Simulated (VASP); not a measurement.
# CuO (Cccm) in VASP: notebook

Aim: see how the results for CuO move with the level of theory and the settings. Levels: LDA, PBE, PBEsol+U, BLYP+D3(BJ). Tasks: relaxation of cell and atoms, single point.

All numbers are computed with VASP 6.6.1; they aren't measurements. Logs are shortened: lines on timing, memory, paths and dates and some standing lists are left out, and cuts for length are marked.

### Step 1. The cell of the first run

Symmetry: Cccm, No. 66, orthorhombic system. Conventional cell: a = 3.982 Å, b = 4.307 Å, c = 5.156 Å, α = 90.00°, β = 90.00°, γ = 90.00°. Within 2.6 Å of Cu (site symmetry 2/m) lie 4 O at 1.95 Å. Within 2.6 Å of O (site symmetry 222) lie 4 Cu at 1.95 Å and 2 O at 2.58 Å.

### Step 2. Relaxation of cell and atoms, LDA

File INCAR:

```
PREC = Accurate
ENCUT = 820
EDIFF = 1E-7
ISMEAR = -1
SIGMA = 0.05
LREAL = F
LASPH = T
NELM = 120
ALGO = Normal
ISIF = 3
LWAVE = F
LCHARG = F
IBRION = 2
NSW = 60
EDIFFG = -0.01
GGA_COMPAT = F
NELMIN = 4
```

File KPOINTS:

```
Automatic mesh
0
Gamma
  9 9 5
```

File POSCAR:

```
CuO
1.0
    1.9909680000     -2.1535500000      0.0000000000
    1.9909680000      2.1535500000      0.0000000000
    0.0000000000      0.0000000000      5.1559280000
Cu O
2 2
Direct
    0.5000000000      0.0000000000      0.0000000000
    0.0000000000      0.5000000000      0.5000000000
    0.5000000000      0.5000000000      0.2500000000
    0.5000000000      0.5000000000      0.7500000000
```

Potentials or basis: VASP PAW LDA potentials, release 64 (Cu_sv_GW, O).

Run with:

```sh
cat potpaw_LDA.64/Cu_sv_GW/POTCAR potpaw_LDA.64/O/POTCAR > POTCAR
mpirun -np 1 vasp_std > vasp.out
```

OUTCAR:

```text
PREC = Accurate
   ENCUT = 820
   EDIFF = 1E-7
   ISMEAR = -1
   LREAL = F
   LASPH = T
   NELM = 120
   ISIF = 3
   IBRION = 2
   NSW = 60
   EDIFFG = -0.01
   NELMIN = 4

 ion  position               nearest neighbor table
   1  0.500  0.000  0.000-   3 1.95   4 1.95   3 1.95   4 1.95
   2  0.000  0.500  0.500-   3 1.95   4 1.95   3 1.95   4 1.95
   3  0.500  0.500  0.250-   1 1.95   2 1.95   1 1.95   2 1.95
   4  0.500  0.500  0.750-   1 1.95   2 1.95   1 1.95   2 1.95

  LATTYP: Found a base centered orthorhombic cell.
 ALAT       =     3.9819360000
 B/A-ratio  =     1.0816597755
 C/A-ratio  =     1.2948294498

  Lattice vectors:

 A1 = (   1.9909680000,  -2.1535500000,   0.0000000000)
 A2 = (   1.9909680000,   2.1535500000,   0.0000000000)
 A3 = (   0.0000000000,   0.0000000000,   5.1559280000)

Analysis of symmetry for initial positions (statically):
=====================================================================
 Subroutine PRICEL returns:
 Original cell was already a primitive cell.

 Routine SETGRP: Setting up the symmetry group for a
 base centered orthorhombic supercell.

 Subroutine GETGRP returns: Found  8 space group operations
 (whereof  4 operations were pure point group operations)
 out of a pool of  8 trial point group operations.

The static configuration has the point symmetry C_2h.
 The point group associated with its full space group is D_2h.

Analysis of symmetry for dynamics (positions and initial velocities):
=====================================================================
 Subroutine PRICEL returns:
 Original cell was already a primitive cell.

 Routine SETGRP: Setting up the symmetry group for a
 base centered orthorhombic supercell.

 Subroutine GETGRP returns: Found  8 space group operations
 (whereof  4 operations were pure point group operations)
 out of a pool of  8 trial point group operations.

The dynamic configuration has the point symmetry C_2h.
 The point group associated with its full space group is D_2h.

 Subroutine INISYM returns: Found  8 space group operations
 (whereof  4 operations are pure point group operations),
 and found     1 'primitive' translations

----------------------------------------------------------------------------------------

                                     Primitive cell

  volume of cell :      44.2136

  direct lattice vectors                    reciprocal lattice vectors
     1.990968000 -2.153550000  0.000000000     0.251134122 -0.232174781  0.000000000
     1.990968000  2.153550000  0.000000000     0.251134122  0.232174781  0.000000000
     0.000000000  0.000000000  5.155928000     0.000000000  0.000000000  0.193951506

  length of vectors
     2.932870809  2.932870809  5.155928000     0.342013854  0.342013854  0.193951506

  position of ions in fractional coordinates (direct lattice)
     0.500000000  0.000000000  0.000000000
     0.000000000  0.500000000  0.500000000
     0.500000000  0.500000000  0.250000000
     0.500000000  0.500000000  0.750000000

  ion indices of the primitive-cell ions
   primitive index   ion index
                 1           1
                 2           2
                 3           3
                 4           4

----------------------------------------------------------------------------------------

 KPOINTS: Automatic mesh

Automatic generation of k-mesh.
 Grid dimensions read from file:
 generate k-points for:    9    9    5

 Generating k-lattice:

  Cartesian coordinates                     Fractional coordinates (reciprocal lattice)
     0.027903791 -0.025797198  0.000000000     0.111111111  0.000000000  0.000000000
     0.027903791  0.025797198  0.000000000     0.000000000  0.111111111  0.000000000
     0.000000000  0.000000000  0.038790301     0.000000000  0.000000000  0.200000000

  Length of vectors
     0.038001539  0.038001539  0.038790301

  Shift w.r.t. Gamma in fractional coordinates (k-lattice)
     0.000000000  0.000000000  0.000000000

 Subroutine IBZKPT returns following result:
 ===========================================

 Found     75 irreducible k-points:

 Following reciprocal coordinates:
            Coordinates               Weight
  0.000000  0.000000  0.000000      1.000000
  0.111111  0.000000  0.000000      4.000000
  0.222222  0.000000  0.000000      4.000000
  0.333333  0.000000  0.000000      4.000000
  0.444444  0.000000  0.000000      4.000000
  0.111111  0.111111  0.000000      2.000000
[... 16 lines left out ...]
 -0.333333  0.333333  0.000000      2.000000
  0.444444  0.444444  0.000000      2.000000
 [... further k-points ...]
   k-points           NKPTS =     75   k-points in BZ     NKDIM =     75   number of bands    NBANDS=     30
   number of dos      NEDOS =    301   number of ions     NIONS =      4
   total plane-waves  NPLWV =  37632
   dimension x,y,z NGX =    28 NGY =   28 NGZ =   48
   dimension x,y,z NGXF=    56 NGYF=   56 NGZF=   96
   ions per type =               2   2
[... 21 lines left out ...]
   TEBEG  =    0.0;   TEEND  =   0.0 temperature during run
   PSTRESS=    0.0 pullay stress
   NELECT =      50.0000    total number of electrons
   NUPDOWN=      -1.0000    fix difference up-down
   EMIN   =  10.00;   EMAX   =-10.00  energy-range for DOS
   EFERMI =   0.00;   METHOD = LEGACY
   ISMEAR =    -1;   SIGMA  =   0.05  broadening in eV -4-tet -1-fermi 0-gaus
   EFERMI_NEDOS =   21; number of points for ismear=-14 and -15
   IALGO  =     38    algorithm
   IMIX   =      4    mixing-type and parameters
     AMIX     =   0.40;   BMIX     =  1.00
     AMIX_MAG =   1.60;   BMIX_MAG =  1.00
  volume/ion in A,a.u.               =      11.05        74.59
  Fermi-wavevector in a.u.,A,eV,Ry     =   1.705609  3.223134 39.580735  2.909102
  Thomas-Fermi vector in A             =   2.784798
   LORBIT       =      0    0 simple, 1 ext, 2 COOP (PROOUT), +10 PAW based schemes
   GGA     = CA    functional components
   LHFCALC =     F    Hartree Fock is set to
   AEXX    =    0.0000 exact exchange contribution
   IVDW    =     0    specifies the selected vdW correction
   LEPSILON=     F    determine dielectric tensor
   LRPA    =     F    only Hartree local field effects (RPA)
 conjugate gradient relaxation of ions
 non-spin polarized calculation
  energy-cutoff  :      820.00
  volume of cell :       44.21
 maximum number of plane-waves:      2372
   NGX = 13   NGY = 13   NGZ = 25

--------------------------------------- Ionic step        1  -------------------------------------------

 number of electron      49.9999989 magnetization

 Free energy of the ion-electron system (eV)
  ---------------------------------------------------
  ext. energy  EPLUGINS =         0.00000000
  ---------------------------------------------------
  free energy    TOTEN  =       -23.54967583 eV

  energy without entropy =      -23.53031094  energy(sigma->0) =      -23.53999338

------------------------ aborting loop because EDIFF is reached ----------------------------------------

  FORCE on cell =-STRESS in cart. coord.  units (eV):
  Direction    XX          YY          ZZ          XY          YZ          ZX
  --------------------------------------------------------------------------------------
  -------------------------------------------------------------------------------------
  Total       -2.7748967     -3.3837545     -4.1505497      0.0000000      0.0000000      0.0000000
  in kB     -100.5544571   -122.6177512   -150.4042536      0.0000000      0.0000000      0.0000000
  external PRESSURE =    -124.5254873 kB  Pullay stress =       0.0000000 kB
[... 95 lines left out ...]
  FREE ENERGIE OF THE ION-ELECTRON SYSTEM (eV)
  ---------------------------------------------------
  free  energy   TOTEN  =       -23.6760257729 eV

  energy  without entropy=      -23.6573017621  energy(sigma->0) =      -23.66666377

[... ionic steps 4 to 15 ...]

--------------------------------------- Ionic step       16  -------------------------------------------

 number of electron      50.0000010 magnetization

------------------------ aborting loop because EDIFF is reached ----------------------------------------

  FORCE on cell =-STRESS in cart. coord.  units (eV):
  Direction    XX          YY          ZZ          XY          YZ          ZX
  --------------------------------------------------------------------------------------
  -------------------------------------------------------------------------------------
  Total        0.0547742      0.0475635      0.0780824      0.0000000      0.0000000      0.0000000
  in kB        2.1349188      1.8538690      3.0433963      0.0000000      0.0000000      0.0000000
  external PRESSURE =       2.3440614 kB  Pullay stress =       0.0000000 kB
[... 61 lines left out ...]
  energy  without entropy=      -23.6627924361  energy(sigma->0) =      -23.67213702

--------------------------------------- Ionic step       18  -------------------------------------------

 number of electron      50.0000011 magnetization

 Free energy of the ion-electron system (eV)
  ---------------------------------------------------
  ext. energy  EPLUGINS =         0.00000000
  ---------------------------------------------------
  free energy    TOTEN  =       -23.68149617 eV

  energy without entropy =      -23.66279530  energy(sigma->0) =      -23.67214573

 E-fermi :   5.4625     XC(G=0): -12.6742

 val. band max:        5.4354375493   @ k =   0.4444   0.4444   0.4000
 cond. band min:       5.4997525894   @ k =   0.2222   0.1111   0.0000
 fundamental gap:      0.0643150402
 Fermi energy:         5.4624561916

 k-point     1 :       0.0000    0.0000    0.0000
  band No.  band energies     occupation
      1    -106.4144      2.00000
      2    -106.4138      2.00000
      3     -64.4911      2.00000
      4     -64.4909      2.00000
      5     -64.4505      2.00000
      6     -64.4422      2.00000
[... 781 lines left out ...]
     29      15.3445      0.00000
     30      16.3405      0.00000

 [... further k-points ...]

------------------------ aborting loop because EDIFF is reached ----------------------------------------

  FORCE on cell =-STRESS in cart. coord.  units (eV):
  Direction    XX          YY          ZZ          XY          YZ          ZX
  --------------------------------------------------------------------------------------
  -------------------------------------------------------------------------------------
  Total       -0.0012797     -0.0094545      0.0150613     -0.0000000      0.0000000      0.0000000
  in kB       -0.0498422     -0.3682364      0.5866085     -0.0000000      0.0000000      0.0000000
  external PRESSURE =       0.0561767 kB  Pullay stress =       0.0000000 kB
[... 19 lines left out ...]
  FREE ENERGIE OF THE ION-ELECTRON SYSTEM (eV)
  ---------------------------------------------------
  free  energy   TOTEN  =       -23.6814961653 eV

  energy  without entropy=      -23.6627952991  energy(sigma->0) =      -23.67214573

 reached required accuracy - stopping structural energy minimisation
```

Run time: 17 min. Hardware: 1 thread of Intel Xeon 6975P-C (Granite Rapids), shared host; peak memory 0.32 GiB.

What came out:

```yaml
Free_energy: -23.6815 eV
Relaxed_volume: 10.28 Å³/atom
Relaxed_cell: a = 2.855 Å, b = 2.855 Å, c = 5.048 Å, α = 90.00°, β = 90.00°, γ = 91.59°
Space_group_after_relaxing_to_0.1_Å: Cccm (No. 66)
Energy_gained_by_relaxing: 33.0 meV/atom
Ionic_steps: 18
Pressure_after_relaxing: 0.0 GPa
Band_gap_on_the_k_mesh: zero (bands 25 and 26 overlap by 0.98 eV)
```

The path:
| step | energy change (eV) | largest force (eV/Å) | pressure (GPa) | volume (Å³) |
| --- | --- | --- | --- | --- |
| 1 | 0.0000 | 0.0000 | -12.45 | 44.21 |
| 2 | -0.0321 | 0.0000 | 13.29 | 38.94 |
| 3 | -0.1263 | 0.0000 | -0.27 | 41.26 |
| 4 | -0.1263 | 0.0000 | -0.03 | 41.20 |
| 5 | -0.1284 | 0.0000 | 0.10 | 41.13 |
| 6 | -0.1297 | 0.0000 | 0.21 | 41.02 |
| 7 | -0.1300 | 0.0000 | -0.19 | 41.11 |
| 8 | -0.1301 | 0.0000 | -0.58 | 41.19 |
| 9 | -0.1303 | 0.0000 | -0.54 | 41.19 |
| 10 | -0.1306 | 0.0000 | -0.48 | 41.19 |
| 11 | -0.1313 | 0.0000 | -0.35 | 41.19 |
| 12 | -0.1317 | 0.0000 | -0.07 | 41.17 |
| 13 | -0.1317 | 0.0000 | -0.08 | 41.17 |
| 14 | -0.1318 | 0.0000 | -0.12 | 41.15 |
| 15 | -0.1318 | 0.0000 | 0.20 | 41.09 |
| 16 | -0.1318 | 0.0000 | 0.23 | 41.11 |
| 17 | -0.1318 | 0.0000 | 0.17 | 41.13 |
| 18 | -0.1318 | 0.0000 | 0.01 | 41.14 |

Final structure:
```yaml
crystal:
  lattice:
    - [1.99065, -2.04671, 0.00000]
    - [1.99065, 2.04671, 0.00000]
    - [0.00000, 0.00000, 5.04826]
  atoms:
    - { symbol: Cu, position: [0.50000, 0.00000, 0.00000] }
    - { symbol: Cu, position: [0.00000, 0.50000, 0.50000] }
    - { symbol: O, position: [0.50000, 0.50000, 0.25000] }
    - { symbol: O, position: [0.50000, 0.50000, 0.75000] }
```

Caveat: semilocal functionals often make such compounds metallic where correlation or magnetic order opens a gap, which also shifts bond lengths.

### Step 3. Single point, PBE

File INCAR:

```
SYSTEM = CuO
PREC = Accurate
ENCUT = 520
EDIFF = 1E-6
ISMEAR = -1
SIGMA = 0.05
LREAL = .False.
LASPH = .True.
NELM = 60
ALGO = Normal
ISIF = 2
LWAVE = .False.
LCHARG = .False.
GGA = PE
NBANDS = 25
```

File KPOINTS:

```
Automatic mesh
0
Gamma
  5 5 3
  0 0 0
```

POSCAR is that of step 2.

Potentials or basis: VASP PAW PBE potentials, release 64 (Cu, O).

Run with:

```sh
cat potpaw_PBE.64/Cu/POTCAR potpaw_PBE.64/O/POTCAR > POTCAR
mpirun -np 1 vasp_std > vasp.out
```

Run time: 15 s. Hardware: 1 thread of Intel Xeon Platinum 8488C (Sapphire Rapids), shared host; peak memory 0.16 GiB.

The run converged. Its results:

* Free energy: -19.7341 eV
* Pressure: 1.9 GPa
* Band gap on the k mesh: zero (bands 17 and 18 overlap by 0.71 eV)

Stress tensor (GPa, compression positive):
```
2.19 0.00 0.00
0.00 1.07 0.00
0.00 0.00 2.35
```

Levels at points of the mesh, in eV from the Fermi level:
```csv
k point,band 15,band 16,band 17,band 18,band 19,band 20
"(0.00, 0.00, 0.00)",-2.35,-1.95,0.53,0.72,1.39,6.10
```

Caveat: the k points lie up to 0.43 Å⁻¹ apart, too coarse for converged energies and pressures of a metal; semilocal functionals often make such compounds metallic where correlation or magnetic order opens a gap, which also shifts bond lengths. With open d or f shells a metallic result of PBE can be an artefact of self-interaction; +U or a hybrid may open a gap.

### Step 4. Single point, PBEsol+U

File INCAR:

```
PREC = Accurate
ENCUT = 520
EDIFF = 1E-7
ISMEAR = -1
SIGMA = 0.05
LREAL = False
LASPH = True
NELM = 150
ALGO = Normal
ISIF = 2
LWAVE = False
LCHARG = False
LMAXMIX = 4
LDAU = True
LDAUTYPE = 2
LDAUL = 2 -1
LDAUU = 5.3 0
LDAUJ = 0 0
LDAUPRINT = 1
GGA = PS
NBANDS = 25
```

File KPOINTS:

```
Automatic mesh
0
Gamma
  9 9 5
```

POSCAR is that of step 3.

Run with:

```sh
cat potpaw_PBE.64/Cu/POTCAR potpaw_PBE.64/O/POTCAR > POTCAR
mpirun -np 1 vasp_std > vasp.out
```

Run time: 52 s. Hardware: 1 thread of Intel Xeon Platinum 8488C (Sapphire Rapids), shared host; peak memory 0.2 GiB.

It converged, with:

```
Free energy            : -17.8777 eV
Pressure               : -8.4 GPa
Band gap on the k mesh : zero (bands 17 and 18 overlap by 0.93 eV)
```

Stress tensor (GPa, compression positive):
```
 -6.92   0.00   0.00
  0.00  -8.12   0.00
  0.00   0.00 -10.19
```

Levels at points of the mesh, in eV from the Fermi level:
| k point | band 13 | band 14 | band 15 | band 16 | band 17 | band 18 | band 19 | band 20 | band 21 | band 22 |
| --- | --- | --- | --- | --- | --- | --- | --- | --- | --- | --- |
| (0.00, 0.00, 0.00) | -3.04 | -3.02 | -2.64 | -2.09 | 0.61 | 0.81 | 1.61 | 6.54 | 7.56 | 13.44 |

Eigenvalues of the final occupation matrices:
| site | spin | trace | eigenvalues |
| --- | --- | --- | --- |
| site 1 d | 1 | 4.65 | 0.80 0.94 0.96 0.96 0.98 |
| site 1 d | 2 | 4.65 | 0.80 0.94 0.96 0.96 0.98 |
| site 2 d | 1 | 4.65 | 0.80 0.94 0.96 0.96 0.98 |
| site 2 d | 2 | 4.65 | 0.80 0.94 0.96 0.96 0.98 |

Caveat: the cell stands under tension; the PAW data sets were made with another functional, which shifts forces and pressure a little; U without spin polarisation on a metal has little footing.

### Step 5. Relaxation of cell and atoms, BLYP+D3(BJ)

File INCAR:

```
SYSTEM = CuO
PREC = Accurate
ENCUT = 600
EDIFF = 1E-7
ISMEAR = -1
SIGMA = 0.05
LREAL = .False.
LASPH = .True.
NELM = 60
ALGO = Normal
ISIF = 3
LWAVE = .False.
LCHARG = .False.
GGA = B5
ALDAX = 1.0
AGGAX = 1.0
AGGAC = 1.0
ALDAC = 0.0
IVDW = 12
VDW_S6 = 1.0
VDW_S8 = 2.6996
VDW_A1 = 0.4298
VDW_A2 = 4.2359
IBRION = 2
NSW = 60
EDIFFG = -0.01
```

File KPOINTS:

```
regular mesh
0
Gamma
  9 9 5
  0 0 0
```

POSCAR is that of step 4.

Run with:

```sh
cat potpaw_PBE.64/Cu/POTCAR potpaw_PBE.64/O/POTCAR > POTCAR
mpirun -np 1 vasp_std > vasp.out
```

It took 7.5 min on 1 thread of Intel Xeon Platinum 8488C (Sapphire Rapids), shared host; peak memory 0.23 GiB.

Results (log left out):

| Quantity | Value |
| --- | --- |
| Free energy | -20.4975 eV |
| Relaxed volume | 11.03 Å³/atom |
| Relaxed cell | a = 2.917 Å, b = 2.917 Å, c = 5.186 Å, α = 90.00°, β = 90.00°, γ = 89.80° |
| Space group after relaxing (to 0.1 Å) | P4_2/mmc (No. 131) |
| Energy gained by relaxing | 1.9 meV/atom |
| Ionic steps | 13 |
| Pressure after relaxing | 0.0 GPa |
| Band gap on the k mesh | zero (bands 17 and 18 overlap by 0.90 eV) |
| Dispersion energy per atom | -0.563 eV |

Stress tensor (GPa, compression positive):
```
-0.03  0.00  0.00
 0.00 -0.07  0.00
 0.00  0.00  0.14
```

Step by step:
| step | energy change (eV) | largest force (eV/Å) | pressure (GPa) | volume (Å³) |
| --- | --- | --- | --- | --- |
| 1 | 0.0000 | 0.0000 | -0.21 | 44.21 |
| 2 | -0.0019 | 0.0000 | -0.10 | 44.12 |
| 3 | -0.0032 | 0.0000 | 0.13 | 43.96 |
| 4 | -0.0037 | 0.0000 | -0.02 | 44.01 |
| 5 | -0.0048 | 0.0000 | -0.53 | 44.17 |
| 6 | -0.0050 | 0.0000 | -1.50 | 44.48 |
| 7 | -0.0053 | 0.0000 | -0.98 | 44.33 |
| 8 | -0.0054 | 0.0000 | -0.99 | 44.32 |
| 9 | -0.0058 | 0.0000 | -0.85 | 44.30 |
| 10 | -0.0066 | 0.0000 | -0.68 | 44.27 |
| 11 | -0.0075 | 0.0000 | -0.31 | 44.19 |
| 12 | -0.0073 | 0.0000 | 0.41 | 44.02 |
| 13 | -0.0077 | 0.0000 | 0.01 | 44.12 |

Final structure:
```
Cu O
1.0
     2.06614   -2.05888    0.00000
     2.06614    2.05888    0.00000
     0.00000    0.00000    5.18581
Cu O
2 2
Direct
  0.50000 0.00000 0.00000
  0.00000 0.50000 0.50000
  0.50000 0.50000 0.25000
  0.50000 0.50000 0.75000
```

Levels at points of the mesh, in eV from the Fermi level:
```
           k point  band 15  band 16  band 17  band 18  band 19  band 20
(0.00, 0.00, 0.00)    -2.33    -2.01     0.67     0.67     1.59     6.47
```

Caveat: the PAW data sets were made with another functional, which shifts forces and pressure a little; semilocal functionals often make such compounds metallic where correlation or magnetic order opens a gap, which also shifts bond lengths. With open d or f shells a metallic result of BLYP can be an artefact of self-interaction; +U or a hybrid may open a gap.

### Step 6. Overview

```csv
task,level,potentials or basis,U,cell,k mesh,cutoff (eV),gap on the mesh (eV),pressure (GPa),relaxed volume (Å³/atom)
relaxation of cell and atoms,LDA,"VASP PAW LDA potentials, release 64 (Cu_sv_GW, O)",-,relaxed,9 × 9 × 5,820,none,0.0,10.28
single point,PBE,"VASP PAW PBE potentials, release 64 (Cu, O)",-,as given,5 × 5 × 3,520,none,1.9,-
single point,PBEsol+U,"VASP PAW PBE potentials, release 64 (Cu, O)",Cu d U = 5.3 eV,as given,9 × 9 × 5,520,none,-8.4,-
relaxation of cell and atoms,BLYP+D3(BJ),"VASP PAW PBE potentials, release 64 (Cu, O)",-,relaxed,9 × 9 × 5,600,none,0.0,11.03
```

Alike in all rows: no spin polarisation; smearing fermi-dirac 0.05 eV.

Caveats: some runs use coarse meshes; semilocal functionals often make such compounds metallic where correlation or magnetic order opens a gap, which also shifts bond lengths (at least some runs); the PAW data sets were made with another functional, which shifts forces and pressure a little (at least some runs); the cell stands under tension (at least some runs); U without spin polarisation on a metal has little footing (at least some runs).

Absolute energies hang on the potentials; compare differences alone.

The gap in the log of VASP goes by the Fermi energy; the results here count the filled bands.